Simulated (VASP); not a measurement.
# Os (P6_3/mmc) in VASP: notebook, part 2 of 2

VASP 6.6.1. Earlier steps stand in the parts before.

## Step 3: Single point, LDA

Contents of INCAR:

```
SYSTEM = Os
  ALGO = Normal
  EDIFF = 1E-6
  ENCUT = 560
  GGA = CA
  GGA_COMPAT = .FALSE.
  ISIF = 2
  ISMEAR = 1
  LASPH = .TRUE.
  LCHARG = .FALSE.
  LREAL = .FALSE.
  LWAVE = .FALSE.
  NBANDS = 23
  NELM = 120
  PREC = Accurate
  SIGMA = 0.03
```

Contents of KPOINTS:

```
k-points
0
G
  13 13 8
  0 0 0
```

Contents of POSCAR:

```
Os
1.0
    2.7175247593      0.0000000000      0.0000000000
   -1.3587623796      2.3534454770      0.0000000000
    0.0000000000      0.0000000000      4.2844606214
Os
2
Direct
    0.3333333333      0.6666666667      0.2500000000
    0.6666666667      0.3333333333      0.7500000000
```

Potentials or basis: VASP PAW LDA potentials, release 64 (Os_sv_GW).

Run with:

```console
> cat potpaw_LDA.64/Os_sv_GW/POTCAR > POTCAR
> mpirun -np 1 vasp_std > vasp.out
```

OUTCAR:

```text
SYSTEM = Os
   EDIFF = 1E-6
   ENCUT = 560
   GGA = CA
   ISIF = 2
   ISMEAR = 1
   LASPH = .TRUE.
   LREAL = .FALSE.
   NELM = 120
   PREC = Accurate

 ion  position               nearest neighbor table
   1  0.333  0.667  0.250-   2 2.66   2 2.66   2 2.66   2 2.66   2 2.66   2 2.66
   2  0.667  0.333  0.750-   1 2.66   1 2.66   1 2.66   1 2.66   1 2.66   1 2.66

  LATTYP: Found a hexagonal cell.
 ALAT       =     2.7175247593
 C/A-ratio  =     1.5766040794

  Lattice vectors:

 A1 = (   2.7175247593,   0.0000000000,   0.0000000000)
 A2 = (  -1.3587623796,   2.3534454770,   0.0000000000)
 A3 = (   0.0000000000,   0.0000000000,   4.2844606214)

Analysis of symmetry for initial positions (statically):
=====================================================================
 Subroutine PRICEL returns:
 Original cell was already a primitive cell.

 Routine SETGRP: Setting up the symmetry group for a
 hexagonal supercell.

 Subroutine GETGRP returns: Found 24 space group operations
 (whereof 12 operations were pure point group operations)
 out of a pool of 24 trial point group operations.

The static configuration has the point symmetry D_3d.
 The point group associated with its full space group is D_6h.
[... 160 lines left out ...]

  energy without entropy =      -27.62170944  energy(sigma->0) =      -27.62178331

 E-fermi :  13.9870     XC(G=0): -14.9450

 val. band max:       13.9753293850   @ k =   0.3077   0.0769   0.2500
 cond. band min:      13.9938943202   @ k =   0.1538   0.0769   0.3750
 fundamental gap:      0.0185649352
 Fermi energy:        13.9870481227

 k-point     1 :       0.0000    0.0000    0.0000
  band No.  band energies     occupation
      1     -72.3425      2.00000
      2     -72.2113      2.00000
      3     -32.6177      2.00000
      4     -31.5977      2.00000
      5     -31.5977      2.00000
      6     -31.4030      2.00000
[... 613 lines left out ...]
     22      28.7014      0.00000
     23      30.7352      0.00000

 [... further k-points ...]

------------------------ aborting loop because EDIFF is reached ----------------------------------------

  FORCE on cell =-STRESS in cart. coord.  units (eV):
  Direction    XX          YY          ZZ          XY          YZ          ZX
  --------------------------------------------------------------------------------------
  -------------------------------------------------------------------------------------
  Total        0.1177945      0.1177945     -0.0299190      0.0000000      0.0000000      0.0000000
  in kB        6.8875055      6.8875055     -1.7493797      0.0000000      0.0000000      0.0000000
  external PRESSURE =       4.0085438 kB  Pullay stress =       0.0000000 kB

 VOLUME and BASIS-vectors are now :
 -----------------------------------------------------------------------------
  energy-cutoff  :      560.00
  volume of cell :       27.40
      direct lattice vectors                 reciprocal lattice vectors
     2.717524759  0.000000000  0.000000000     0.367981928  0.212454465  0.000000000
    -1.358762380  2.353445477  0.000000000     0.000000000  0.424908930  0.000000000
     0.000000000  0.000000000  4.284460621     0.000000000  0.000000000  0.233401608

 POSITION                                       TOTAL-FORCE (eV/Angst)
 -----------------------------------------------------------------------------------
     -0.00000      1.56896      1.07112        -0.000000      0.000000      0.000000
      1.35876      0.78448      3.21335         0.000000     -0.000000      0.000000
 -----------------------------------------------------------------------------------
    total drift:                               -0.000000      0.000000     -0.000000

  FREE ENERGIE OF THE ION-ELECTRON SYSTEM (eV)
  ---------------------------------------------------
  free  energy   TOTEN  =       -27.6218202425 eV

  energy  without entropy=      -27.6217094380  energy(sigma->0) =      -27.62178331
```

Run time: 35 s. Hardware: 1 thread of AMD EPYC 9R45 (Zen 5), shared host; peak memory 0.16 GiB.

Results:

- Free energy: -27.6218 eV
- Pressure: 0.4 GPa
- Band gap on the k mesh: zero (bands 16 and 17 overlap by 3.96 eV)

Stress tensor (GPa, compression positive):
```
 0.69  0.00  0.00
 0.00  0.69  0.00
 0.00  0.00 -0.17
```

Caveat: spin-orbit coupling is left out, which moves the levels of the heavy elements.

## Step 4: Single point, LDA

Contents of INCAR:

```
ALGO = Normal
EDIFF = 1E-7
ENCUT = 520
ISIF = 2
ISMEAR = -1
LASPH = True
LCHARG = False
LREAL = False
LWAVE = False
NBANDS = 15
NELM = 80
PREC = Accurate
SIGMA = 0.1
```

Contents of KPOINTS:

```
k-points
0
Gamma
  13 13 7
```

Contents of POSCAR:

```
Os
1.0
    2.7175247595      0.0000000000      0.0000000000
   -1.3587623798      2.3534454772      0.0000000000
    0.0000000000      0.0000000000      4.2844606206
Os
2
Direct
    0.3333333333      0.6666666667      0.2500000000
    0.6666666667      0.3333333333      0.7500000000
```

Potentials or basis: VASP PAW LDA potentials, release 64 (Os).

Run with:

```console
> cat potpaw_LDA.64/Os/POTCAR > POTCAR
> mpirun -np 1 vasp_std > vasp.out
```

OUTCAR:

```text
EDIFF = 1E-7
   ENCUT = 520
   ISIF = 2
   ISMEAR = -1
   LASPH = True
   LREAL = False
   NELM = 80
   PREC = Accurate

 ion  position               nearest neighbor table
   1  0.333  0.667  0.250-   2 2.66   2 2.66   2 2.66   2 2.66   2 2.66   2 2.66
   2  0.667  0.333  0.750-   1 2.66   1 2.66   1 2.66   1 2.66   1 2.66   1 2.66

  LATTYP: Found a hexagonal cell.
 ALAT       =     2.7175247595
 C/A-ratio  =     1.5766040790

  Lattice vectors:

 A1 = (   2.7175247595,   0.0000000000,   0.0000000000)
 A2 = (  -1.3587623798,   2.3534454772,   0.0000000000)
 A3 = (   0.0000000000,   0.0000000000,   4.2844606206)
[... 618 lines left out ...]

  FORCE on cell =-STRESS in cart. coord.  units (eV):
  Direction    XX          YY          ZZ          XY          YZ          ZX
  --------------------------------------------------------------------------------------
  -------------------------------------------------------------------------------------
  Total        0.1782798      0.1782798      0.1595630     -0.0000000      0.0000000      0.0000000
  in kB       10.4241110     10.4241110      9.3297284     -0.0000000      0.0000000      0.0000000
  external PRESSURE =      10.0593168 kB  Pullay stress =       0.0000000 kB

 VOLUME and BASIS-vectors are now :
 -----------------------------------------------------------------------------
  energy-cutoff  :      520.00
  volume of cell :       27.40
      direct lattice vectors                 reciprocal lattice vectors
     2.717524759  0.000000000  0.000000000     0.367981928  0.212454465  0.000000000
    -1.358762380  2.353445477  0.000000000     0.000000000  0.424908930  0.000000000
     0.000000000  0.000000000  4.284460621     0.000000000  0.000000000  0.233401608

 POSITION                                       TOTAL-FORCE (eV/Angst)
 -----------------------------------------------------------------------------------
     -0.00000      1.56896      1.07112         0.000000     -0.000000      0.000000
      1.35876      0.78448      3.21335        -0.000000      0.000000      0.000000
 -----------------------------------------------------------------------------------
    total drift:                               -0.000000      0.000000     -0.000000

  FREE ENERGIE OF THE ION-ELECTRON SYSTEM (eV)
  ---------------------------------------------------
  free  energy   TOTEN  =       -25.3269785270 eV

  energy  without entropy=      -25.2906836185  energy(sigma->0) =      -25.30883107
```

stdout:

```text
POSCAR found type information on POSCAR Os
 POSCAR found :  1 types and       2 ions
 scaLAPACK will be used
 LDA part: xc-table for (Slater(with rela. corr.)+CA(PZ))
 , standard interpolation
 POSCAR, INCAR and KPOINTS ok, starting setup
 FFT: planning ... GRIDC
 FFT: planning ... GRID_SOFT
 FFT: planning ... GRID
 WAVECAR not read
 entering main loop
```

Run time: 37 s. Hardware: 1 thread of Oxide Virtual Turin-like, shared host; peak memory 0.11 GiB.

What came out:

- Free energy: -25.3270 eV
- Pressure: 1.0 GPa
- Band gap on the k mesh: zero (bands 8 and 9 overlap by 3.94 eV)

Caveat: spin-orbit coupling is left out, which moves the levels of the heavy elements.

## Step 5: Single point, LDA (12.06 Å³/atom)

This run uses another cell than the first one, of 12.06 Å³/atom.

Contents of INCAR:

```
SYSTEM = Os
  PREC = Accurate
  ENCUT = 520
  EDIFF = 1E-6
  ISMEAR = -1
  SIGMA = 0.1
  LREAL = .FALSE.
  LASPH = .TRUE.
  NELM = 100
  ALGO = Normal
  ISIF = 2
  LWAVE = .FALSE.
  LCHARG = .FALSE.
  GGA = CA
  NBANDS = 15
```

Contents of KPOINTS:

```
Automatic mesh
0
G
  22 22 12
  0 0 0
```

Contents of POSCAR:

```
Os
1.0
    2.6041604190      0.0000000000      0.0000000000
   -1.3020802095      2.2552690784      0.0000000000
    0.0000000000      0.0000000000      4.1057299389
Os
2
Direct
    0.3333333333      0.6666666667      0.2500000000
    0.6666666667      0.3333333333      0.7500000000
```

Run with:

```console
> cat potpaw_LDA.64/Os/POTCAR > POTCAR
> mpirun -np 1 vasp_std > vasp.out
```

It took 91 s on 1 thread of Oxide Virtual Turin-like, shared host; peak memory 0.19 GiB.

Results (log left out):

- Free energy: -24.5757 eV
- Pressure: 81.0 GPa
- Band gap on the k mesh: zero (bands 8 and 9 overlap by 4.95 eV)

Stress tensor (GPa, compression positive):
```
78.74  0.00  0.00
 0.00 78.74  0.00
 0.00  0.00 85.39
```

Levels at points of the mesh, in eV from the Fermi level:
```
           k point  band 6  band 7  band 8  band 9  band 10  band 11
(0.00, 0.00, 0.00)   -2.79   -2.79   -2.00   -2.00     0.29     2.06
(0.50, 0.00, 0.00)   -3.06   -2.26    2.58    3.31     3.50     5.54
(0.00, 0.00, 0.50)   -4.10   -4.10   -4.10    1.14     1.14     1.14
(0.50, 0.00, 0.50)   -1.55   -0.04   -0.04    3.01     3.01     4.10
```

Caveat: the stress differs along the axes, from 79 to 85 GPa; spin-orbit coupling is left out, which moves the levels of the heavy elements.

## Step 6: Overview

| potentials or basis | cell | k mesh | cutoff (eV) | smearing | gap on the mesh (eV) | pressure (GPa) |
| --- | --- | --- | --- | --- | --- | --- |
| VASP PAW LDA potentials, release 64 (Os_sv_GW) | a = 2.718, b = 2.718, c = 4.284 Å, angles 90.0, 90.0, 120.0°, 2 atoms | 13 × 13 × 8 | 560 | methfessel-paxton 0.3 eV | none | 0.4 |
| VASP PAW LDA potentials, release 64 (Os_sv_GW) | a = 2.718, b = 2.718, c = 4.284 Å, angles 90.0, 90.0, 120.0°, 2 atoms | 13 × 13 × 8 | 560 | methfessel-paxton 0.03 eV | none | 0.4 |
| VASP PAW LDA potentials, release 64 (Os) | a = 2.718, b = 2.718, c = 4.284 Å, angles 90.0, 90.0, 120.0°, 2 atoms | 13 × 13 × 7 | 520 | fermi-dirac 0.1 eV | none | 1.0 |
| VASP PAW LDA potentials, release 64 (Os) | a = 2.604, b = 2.604, c = 4.106 Å, angles 90.0, 90.0, 120.0°, 2 atoms | 22 × 22 × 12 | 520 | fermi-dirac 0.1 eV | none | 81.0 |

Alike in all rows: task single point; level LDA; no spin polarisation.

Caveats: spin-orbit coupling is left out, which moves the levels of the heavy elements; so wide a smearing shifts energies and pressures (at least some runs); the stress differs along the axes, from 79 to 85 GPa (at least some runs).

Absolute energies hang on the potentials; compare differences alone.

The gap in the log of VASP goes by the Fermi energy; the results here count the filled bands.